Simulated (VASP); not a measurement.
NaC2, 6 atoms in the cell. Symmetry: P4_2/mnm, No. 136, tetragonal system. The conventional cell has a = 4.910 Å, b = 4.910 Å, c = 3.162 Å, α = 90.00°, β = 90.00°, γ = 90.00°. Within 2.8 Å of Na (site symmetry mmm) lie 6 C at 2.08 to 2.12 Å. Within 2.8 Å of C (site symmetry m2m) lie 3 Na at 2.08 to 2.12 Å and 1 C at 2.69 Å. 

| Property | Result |
| --- | --- |
| Program | VASP 6.6.1 |
| Task | relaxation of cell and atoms |
| Functional | PBE |
| Potentials or basis | VASP PAW PBE potentials, release 64 (Na_sv, C) |
| Cutoff | 1130 eV |
| k mesh | 4 × 4 × 6 |
| Occupations | gaussian, width 0.1 eV |
| Spin | no spin polarisation |
| Dipole correction | no |
| Further INCAR settings | ALGO = Normal; EDIFF = 1e-07; IBRION = 2; EDIFFG = -0.04; NSW = 90; ISIF = 3 |

Potentials or basis: VASP PAW PBE potentials, release 64 (Na_sv, C).

The run is started by

```console
$ cat potpaw_PBE.64/Na_sv/POTCAR potpaw_PBE.64/C/POTCAR > POTCAR
$ mpirun -np 1 vasp_std > vasp.out
```

Hardware: 1 thread of Intel(R) Xeon(R) Platinum 8488C (Sapphire Rapids), on a shared host.

How long does it take, and how much memory?

Wall time 29 min on 1 thread of Intel(R) Xeon(R) Platinum 8488C (Sapphire Rapids), on a shared host, peak memory 0.36 GiB. Counts: scf iterations 320, k points 24, ion steps 35.
